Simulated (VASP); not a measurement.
Here is a VASP 6.6.1 calculation.

The input INCAR:

```
SYSTEM = PtSe
PREC     = Accurate       ! precision mode
ENCUT    = 520            ! plane-wave cutoff, eV
EDIFF    = 1E-6           ! SCF threshold, eV
ISMEAR   = -1             ! smearing method
SIGMA    = 0.05           ! smearing width, eV
LREAL    = .False.        ! projectors in reciprocal space
LASPH    = .True.         ! aspherical terms in the spheres
NELM     = 100            ! most SCF steps
ALGO     = Normal         ! electronic algorithm
ISIF     = 2              ! what is computed and relaxed
LWAVE    = .False.        ! write WAVECAR
LCHARG   = .False.        ! write CHGCAR
GGA      = PE             ! functional
NBANDS   = 15             ! bands
```

The input KPOINTS:

```
Automatic mesh
0
Gamma
  8 8 7
  0 0 0
```

The input POSCAR:

```
PtSe
1.0
    3.7744744554      0.0000000000      0.0000000000
   -1.8872372226      3.2687907671      0.0000000000
    0.0000000000      0.0000000000      3.6837000592
Pt Se
1 1
Direct
    0.0000000000      0.0000000000      0.0000000000
    0.6666666667      0.3333333333      0.5000000000
```

Potentials or basis: VASP PAW PBE potentials, release 64 (Pt, Se).

Run with:

```bash
$ cat potpaw_PBE.64/Pt/POTCAR potpaw_PBE.64/Se/POTCAR > POTCAR
$ mpirun -np 1 vasp_std > vasp.out
```

(1) What does it give for the pressure?

(2) Estimate the band gap on the k mesh.

Answers

(1) -14.5 GPa.

(2) zero (band 8 reaches 5.61 eV, above the bottom of band 9 at 4.85 eV).

Caveat: spin-orbit coupling is left out, which moves the levels of the heavy elements.
